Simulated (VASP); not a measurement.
Here is a VASP 6.6.1 calculation.

Contents of INCAR:

```
  ALGO = Normal
  EDIFF = 1E-6
  ENCUT = 520
  GGA = CA
  ISIF = 2
  ISMEAR = 0
  LASPH = T
  LCHARG = T
  LELF = T
  LREAL = F
  LVHAR = T
  LWAVE = F
  NBANDS = 12
  NELM = 100
  PREC = Accurate
  SIGMA = 0.01
```

File KPOINTS:

```
k-points
0
Gamma
  7 7 7
```

File POSCAR:

```
LiF
1.0
    0.0000000000      2.0405030393      2.0405030393
    2.0405030393      0.0000000000      2.0405030393
    2.0405030393      2.0405030393      0.0000000000
Li F
1 1
Direct
    0.0000000000      0.0000000000      0.0000000000
    0.5000000000      0.5000000000      0.5000000000
```

Potentials or basis: VASP PAW LDA potentials, release 64 (Li_sv, F).

Run with:

```sh
$ cat potpaw_LDA.64/Li_sv/POTCAR potpaw_LDA.64/F/POTCAR > POTCAR
$ mpirun -np 1 vasp_std > vasp.out
```

Task: What does it give for the band gap on the k mesh?

Result: 8.49 eV, direct.

 A hybrid or GW would open this gap; LDA tends to underestimate it.
